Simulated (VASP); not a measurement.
Write the native input for VASP 6.6.1 that does the following.

```
Task                               : single point
Functional                         : HSE06
Potentials or basis                : VASP PAW PBE potentials, release 64 (Zr_sv, S)
Cutoff                             : 400 eV
k mesh                             : 6 × 6 × 4
Occupations                        : gaussian, width 0.01 eV
Spin                               : no spin polarisation
Dipole correction                  : no
Grid for exact exchange (PRECFOCK) : Normal
Further INCAR settings             : ALGO = Normal; EDIFF = 1e-06; NBANDS = 19
Share of exact exchange            : 0.25
Screening parameter                : 0.2079 1/Å
```

ZrS2:

```
Zr S
1.0
     3.74789    0.00000    0.00000
    -1.87394    3.24577    0.00000
     0.00000    0.00000    5.79829
Zr S
1 2
Direct
  0.00000 0.00000 0.00000
  0.33333 0.66667 0.24280
  0.66667 0.33333 0.75720
```

This cell differs from its parent crystal: epitaxial xy strain +2.0%.

These files were run (other wordings do the same):

POSCAR

```
ZrS2
1.0
    3.7478870667      0.0000000000      0.0000000000
   -1.8739435333      3.2457654103      0.0000000000
    0.0000000000      0.0000000000      5.7982877114
Zr S
1 2
Direct
    0.0000000000      0.0000000000      0.0000000000
    0.3333333333      0.6666666667      0.2427972949
    0.6666666667      0.3333333333      0.7572027051
```

INCAR.step1

```
PREC = Accurate ; ENCUT = 400
EDIFF = 1E-5 ; ISMEAR = 0
SIGMA = 0.01 ; LREAL = F
LASPH = T ; NELM = 120
ALGO = Normal ; ISIF = 2
LWAVE = T ; NBANDS = 19
GGA = PE ; GGA_COMPAT = F
```

INCAR.step2

```
PREC = Accurate ; ENCUT = 400
EDIFF = 1E-6 ; ISMEAR = 0
SIGMA = 0.01 ; LREAL = F
LASPH = T ; NELM = 120
ALGO = Normal ; ISIF = 2
LWAVE = F ; LCHARG = T
GGA = PE ; LHFCALC = T
HFSCREEN = 0.2079 ; PRECFOCK = Normal
LELF = T ; LVHAR = T
NBANDS = 19 ; ISTART = 1
GGA_COMPAT = F
```

KPOINTS

```
regular mesh
0
Gamma
  6 6 4
```

Potentials or basis: VASP PAW PBE potentials, release 64 (Zr_sv, S).

Command:

```console
$ cat potpaw_PBE.64/Zr_sv/POTCAR potpaw_PBE.64/S/POTCAR > POTCAR
$ cp INCAR.step1 INCAR
$ mpirun -np 1 vasp_std > vasp.out
$ cp INCAR.step2 INCAR
$ mpirun -np 1 vasp_std > vasp.out
```

It gave:

```json
{"Pressure": "-2.1 GPa", "Largest force": "0.182 eV/Å", "Band gap on the k mesh": "1.77 eV (least direct gap 2.24 eV)"}
```

Caveat: the cell differs from its parent crystal (epitaxial xy strain +2.0%); the PAW data sets were made with another functional, which shifts forces and pressure a little; this functional lacks dispersion, which binds layers or chains, so the pressure and a relaxed spacing across them are unreliable.

It took 78 min on 1 thread of Intel(R) Xeon(R) Platinum 8259CL CPU @ 2.50GHz (Skylake/Cascade Lake), with other jobs on the host, peak memory 0.28 GiB.
